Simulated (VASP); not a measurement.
# N2 in VASP: single point with PBE

Aim: the single point of N2 with PBE.

All numbers are computed with VASP 6.6.1; they aren't measurements. Logs are shortened: lines on timing, memory, paths and dates and some standing lists are left out, and cuts for length are marked.

### Step 1. The cell of the first run

The cell holds a molecule in a box, 2 atoms: a = 14.000 Å, b = 14.500 Å, c = 15.000 Å, α = 90.00°, β = 90.00°, γ = 90.00°.

### Step 2. Single point, PBE

File INCAR:

```
SYSTEM = N
PREC = Accurate ; ENCUT = 520
EDIFF = 1E-6 ; ISMEAR = 0
SIGMA = 0.005 ; LREAL = .False.
LASPH = .True. ; NELM = 120
ALGO = Normal ; ISIF = 2
LWAVE = .False. ; LCHARG = .False.
GGA = PE ; ISYM = 0
NBANDS = 12 ; GGA_COMPAT = .False.
NELMDL = -8
```

File KPOINTS:

```
regular mesh
0
Gamma
  1 1 1
  0 0 0
```

File POSCAR:

```
N
1.0
   14.0000000000      0.0000000000      0.0000000000
    0.0000000000     14.5000000000      0.0000000000
    0.0000000000      0.0000000000     15.0000000000
N
2
Direct
    0.5009802334      0.4994816350      0.4632763450
    0.4990197666      0.5005183650      0.5367236550
```

Potentials or basis: VASP PAW PBE potentials, release 64 (N).

The run is started by

```console
cat potpaw_PBE.64/N/POTCAR > POTCAR
mpirun -np 1 vasp_gam > vasp.out
```

OUTCAR:

```text
SYSTEM = N
   PREC = Accurate
   ENCUT = 520
   EDIFF = 1E-6
   ISMEAR = 0
   LREAL = .False.
   LASPH = .True.
   NELM = 120
   ISIF = 2
   GGA = PE
   ISYM = 0
   NELMDL = -8

 ion  position               nearest neighbor table
   1  0.501  0.499  0.463-   2 1.10
   2  0.499  0.501  0.537-   1 1.10

IMPORTANT INFORMATION: All symmetrisations will be switched off!
NOSYMM: (Re-)initialisation of all symmetry stuff for point group C_1.

----------------------------------------------------------------------------------------

                                     Primitive cell

  volume of cell :    3045.0000

  direct lattice vectors                    reciprocal lattice vectors
    14.000000000  0.000000000  0.000000000     0.071428571  0.000000000  0.000000000
     0.000000000 14.500000000  0.000000000     0.000000000  0.068965517  0.000000000
     0.000000000  0.000000000 15.000000000     0.000000000  0.000000000  0.066666667

  length of vectors
    14.000000000 14.500000000 15.000000000     0.071428571  0.068965517  0.066666667

  position of ions in fractional coordinates (direct lattice)
     0.500980233  0.499481635  0.463276345
     0.499019767  0.500518365  0.536723655

  ion indices of the primitive-cell ions
   primitive index   ion index
                 1           1
                 2           2

----------------------------------------------------------------------------------------

 KPOINTS: regular mesh

Automatic generation of k-mesh.
 Grid dimensions read from file:
 generate k-points for:    1    1    1

 Generating k-lattice:

  Cartesian coordinates                     Fractional coordinates (reciprocal lattice)
     0.071428571  0.000000000  0.000000000     1.000000000  0.000000000  0.000000000
     0.000000000  0.068965517  0.000000000     0.000000000  1.000000000  0.000000000
     0.000000000  0.000000000  0.066666667     0.000000000  0.000000000  1.000000000

  Length of vectors
     0.071428571  0.068965517  0.066666667

  Shift w.r.t. Gamma in fractional coordinates (k-lattice)
     0.000000000  0.000000000  0.000000000

 Subroutine IBZKPT returns following result:
 ===========================================

 Found      1 irreducible k-points:

 Following reciprocal coordinates:
            Coordinates               Weight
  0.000000  0.000000  0.000000      1.000000
   k-points           NKPTS =      1   k-points in BZ     NKDIM =      1   number of bands    NBANDS=     12
   number of dos      NEDOS =    301   number of ions     NIONS =      2
   total plane-waves  NPLWV = ******
   dimension x,y,z NGX =   108 NGY =  108 NGZ =  112
   dimension x,y,z NGXF=   216 NGYF=  216 NGZF=  224
   ions per type =               2
   NGX,Y,Z   is equivalent  to a cutoff of  12.82, 12.38, 12.41 a.u.
   NGXF,Y,Z  is equivalent  to a cutoff of  25.65, 24.76, 24.83 a.u.
 SYSTEM =  N
   PREC   = accura    normal or accurate (medium, high low for compatibility)
   ISTART =      0    job   : 0-new  1-cont  2-samecut
   ICHARG =      2    charge: 1-file 2-atom 10-const
   ISPIN  =      1    spin polarized calculation?
   LNONCOLLINEAR =      F non collinear calculations
   LSORBIT =      F    spin-orbit coupling
   LASPH  =      T    aspherical Exc in radial PAW
   ENCUT  =  520.0 eV  38.22 Ry    6.18 a.u.  26.03 26.96 27.89*2*pi/ulx,y,z
   NELM   =    120;   NELMIN=  2; NELMDL= -8     # of ELM steps
   EDIFF  = 0.1E-05   stopping-criterion for ELM
   LREAL  =      F    real-space projection
   EDIFFG = 0.1E-04   stopping-criterion for IOM
   NSW    =      0    number of steps for IOM
   IBRION =     -1    ionic relax: 0-MD 1-quasi-New 2-CG
   NFREE  =      0    steps in history (QN), initial steepest desc. (CG)
   ISIF   =      2    stress and relaxation
   ISYM   =      0    0-nonsym 1-usesym 2-fastsym
   POTIM  = 0.5000    time-step for ionic-motion
   TEBEG  =    0.0;   TEEND  =   0.0 temperature during run
   PSTRESS=    0.0 pullay stress
   NELECT =      10.0000    total number of electrons
   NUPDOWN=      -1.0000    fix difference up-down
   EMIN   =  10.00;   EMAX   =-10.00  energy-range for DOS
   EFERMI =   0.00;   METHOD = LEGACY
   ISMEAR =     0;   SIGMA  =   0.01  broadening in eV -4-tet -1-fermi 0-gaus
   EFERMI_NEDOS =   21; number of points for ismear=-14 and -15
   IALGO  =     38    algorithm
   IMIX   =      4    mixing-type and parameters
     AMIX     =   0.40;   BMIX     =  1.00
     AMIX_MAG =   1.60;   BMIX_MAG =  1.00
  volume/ion in A,a.u.               =    1522.50     10274.34
  Fermi-wavevector in a.u.,A,eV,Ry     =   0.243339  0.459845  0.805656  0.059214
  Thomas-Fermi vector in A             =   1.051865
   LORBIT       =      0    0 simple, 1 ext, 2 COOP (PROOUT), +10 PAW based schemes
   GGA     = PE    functional components
   LHFCALC =     F    Hartree Fock is set to
   AEXX    =    0.0000 exact exchange contribution
   IVDW    =     0    specifies the selected vdW correction
   LEPSILON=     F    determine dielectric tensor
   LRPA    =     F    only Hartree local field effects (RPA)
 non-spin polarized calculation
 Gauss-broadening in eV      SIGMA  =   0.01
  energy-cutoff  :      520.00
  volume of cell :     3045.00
 maximum number of plane-waves:     40942
 NGX is ok and might be reduce to   108
   NGX = 53   NGY = 53   NGZ = 55

 number of electron      10.0000000 magnetization

 number of electron       9.9999999 magnetization

 Free energy of the ion-electron system (eV)
  ---------------------------------------------------
  ext. energy  EPLUGINS =         0.00000000
  ---------------------------------------------------
  free energy    TOTEN  =       -16.64238729 eV

  energy without entropy =      -16.64238729  energy(sigma->0) =      -16.64238729

 E-fermi : -10.1476     XC(G=0):  -0.2198

 val. band max:      -10.1738250968   @ k =   0.0000   0.0000   0.0000
 cond. band min:      -1.9749036301   @ k =   0.0000   0.0000   0.0000
 fundamental gap:      8.1989214667
 Fermi energy:       -10.1476438750

 k-point     1 :       0.0000    0.0000    0.0000
  band No.  band energies     occupation
      1     -28.3280      2.00000
      2     -13.4402      2.00000
      3     -11.5956      2.00000
      4     -11.5956      2.00000
      5     -10.1738      2.00000
      6      -1.9749      0.00000
      7      -1.9749      0.00000
      8      -0.1351      0.00000
      9       0.4481      0.00000
     10       0.5464      0.00000
     11       0.5676      0.00000
     12       0.6909      0.00000

------------------------ aborting loop because EDIFF is reached ----------------------------------------

  FORCE on cell =-STRESS in cart. coord.  units (eV):
  Direction    XX          YY          ZZ          XY          YZ          ZX
  --------------------------------------------------------------------------------------
  -------------------------------------------------------------------------------------
  Total       -0.0563176     -0.0569828      1.8299063     -0.0006309      0.0258177     -0.0470011
  in kB       -0.0296324     -0.0299824      0.9628356     -0.0003320      0.0135844     -0.0247304
  external PRESSURE =       0.3010736 kB  Pullay stress =       0.0000000 kB

 VOLUME and BASIS-vectors are now :
 -----------------------------------------------------------------------------
  energy-cutoff  :      520.00
  volume of cell :     3045.00
      direct lattice vectors                 reciprocal lattice vectors
    14.000000000  0.000000000  0.000000000     0.071428571  0.000000000  0.000000000
     0.000000000 14.500000000  0.000000000     0.000000000  0.068965517  0.000000000
     0.000000000  0.000000000 15.000000000     0.000000000  0.000000000  0.066666667

 POSITION                                       TOTAL-FORCE (eV/Angst)
 -----------------------------------------------------------------------------------
      7.01372      7.24248      6.94915         0.043323     -0.023738     -1.738710
      6.98628      7.25752      8.05085        -0.043323      0.023738      1.738710
 -----------------------------------------------------------------------------------
    total drift:                               -0.000000      0.000000      0.000004

  FREE ENERGIE OF THE ION-ELECTRON SYSTEM (eV)
  ---------------------------------------------------
  free  energy   TOTEN  =       -16.6423872863 eV

  energy  without entropy=      -16.6423872863  energy(sigma->0) =      -16.64238729
```

Run time: 3.7 min. Hardware: 1 thread of Intel Xeon Platinum 8259CL at 2.50GHz (Skylake/Cascade Lake), shared host; peak memory 1.7 GiB.

What came out:

- Free energy: -16.6424 eV
- Largest force: 1.739 eV/Å
- Gap between the frontier levels: 8.20 eV

Forces on the atoms (eV/Å):
```
N    0.043 -0.024 -1.739
N   -0.043  0.024  1.739
```

Caveat: the standard files for N, O and F lose accuracy on very short bonds.
